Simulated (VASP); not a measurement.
Wanted: the native input for a VASP 6.6.1 run.

* Task: single point
* Functional: PBE
* Potentials or basis: VASP PAW PBE potentials, release 64 (Bi_d, Te)
* Cutoff: 520 eV
* k mesh: 3 × 3 × 3
* Occupations: gaussian, width 0.1 eV
* Spin: no spin polarisation
* Dipole correction: no
* Further INCAR settings: ALGO = Normal; EDIFF = 1e-06; NBANDS = 41

The structure of Bi4Te lies in POSCAR:

```
Bi4Te
1.0
    3.3107322300      1.9114521400      4.3528080800
   -3.3107322300      1.9114521400      4.3528080800
    0.0000000000     -3.8229042900      4.3528080800
Bi Te
4 1
Direct
    0.5000000000      0.5000000000      0.5000000000
    0.5684095700      0.4315904300      0.0000000000
    0.0000000000      0.5684095700      0.4315904300
    0.4315904300      0.0000000000      0.5684095700
    0.0000000000      0.0000000000      0.0000000000
```

The cell was built from a structure type or drawn by symmetry, and may not be a known phase.

The input as run:

INCAR

```
PREC = Accurate ; ENCUT = 520
EDIFF = 1E-6 ; ISMEAR = 0
SIGMA = 0.1 ; LREAL = False
LASPH = True ; NELM = 100
ALGO = Normal ; ISIF = 2
LWAVE = False ; LCHARG = True
GGA = PE ; LELF = True
LVHAR = True ; NBANDS = 41
```

KPOINTS

```
regular mesh
0
Gamma
  3 3 3
```

Potentials or basis: VASP PAW PBE potentials, release 64 (Bi_d, Te).

Launch:

```sh
$ cat potpaw_PBE.64/Bi_d/POTCAR potpaw_PBE.64/Te/POTCAR > POTCAR
$ mpirun -np 1 vasp_std > vasp.out
```

Results of the run:

```json
{
  "Pressure": "13.7 GPa",
  "Largest force": "0.595 eV/Å",
  "Band gap on the k mesh": "zero (bands 33 and 34 overlap by 1.78 eV)"
}
```

Caveat: the k points lie up to 0.40 Å⁻¹ apart, too coarse for converged energies and pressures of a metal; spin-orbit coupling is left out, which moves the levels of the heavy elements.

Wall time 60 s on 1 thread of Intel(R) Xeon(R) Platinum 8488C (Sapphire Rapids) (shared host), peak memory 0.31 GiB.
